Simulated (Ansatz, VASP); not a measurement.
## Two plane-wave programs on GaN

INCAR

```
  ALGO = Normal
  EDIFF = 1E-6
  ENCUT = 600
  GGA = PE
  GGA_COMPAT = F
  ISIF = 2
  ISMEAR = 0
  LASPH = T
  LCHARG = T
  LELF = T
  LREAL = F
  LVHAR = T
  LWAVE = F
  NBANDS = 26
  NELM = 120
  PREC = Accurate
  SIGMA = 0.01
```

KPOINTS

```
k-points
0
Gamma
  12 12 6
```

The input POSCAR:

```
GaN
1.0
    3.2186242699      0.0000000000      0.0000000000
   -1.6093121350      2.7874103830      0.0000000000
    0.0000000000      0.0000000000      5.2435492390
Ga N
2 2
Direct
    0.3333333333      0.6666666667     -0.0091093707
    0.6666666667      0.3333333333      0.4908906293
    0.3333333333      0.6666666667      0.3861093707
    0.6666666667      0.3333333333      0.8861093707
```

Input for Ansatz:

```yaml
crystal:
  lattice:
    - [3.2186242699, 0.0, 0.0]
    - [-1.609312135, 2.787410383, 0.0]
    - [0.0, 0.0, 5.243549239]
  atoms:
    - { symbol: Ga, position: [0.3333333333, 0.6666666667, -0.0091093707] }
    - { symbol: Ga, position: [0.6666666667, 0.3333333333, 0.4908906293] }
    - { symbol: "N", position: [0.3333333333, 0.6666666667, 0.3861093707] }
    - { symbol: "N", position: [0.6666666667, 0.3333333333, 0.8861093707] }
basis:
  ecutwfc: 420
  xc_grid: 2
kpoints:
  mp_grid: { grid: [12, 12, 6] }
hamiltonian:
  xc: pbe
  pseudopotentials: { kind: paw, azcp: { folder: soft_1 } }
scf:
  occupations: { method: fixed }
output:
  forces: true
  stress: true
  eigenvalues: true
  polarization: {}
```

Change from the starting cell: polar distortion scaled by 0.85.

Alike in both runs: task single point; functional PBE; k mesh 12 × 12 × 6; no spin polarisation.

```csv
,VASP,Ansatz
version,VASP 6.6.1,Ansatz 0.2.0
potentials or method,"VASP PAW PBE potentials, release 64 (Ga_d, N), cutoff 600 eV","scalar-relativistic, plane waves, PAW"
occupations,"gaussian, width 0.01 eV",fixed
valence electrons in the cell,36,36
```

```tsv
	VASP	Ansatz	Ansatz less VASP
gap on the k mesh at the Fermi level (eV)	1.60	1.59	-0.002
least direct gap on the mesh (eV)	1.60	1.59	-0.002
pressure (GPa)	0.7	0.8	+0.08
traceless stress, the component that is largest in VASP (GPa)	-4.37	-4.48	-0.113
rms of the force components (eV/Å)	0.455	0.460	+0.0055
```

Atom by atom the forces differ by 0.006 eV/Å (rms over components).
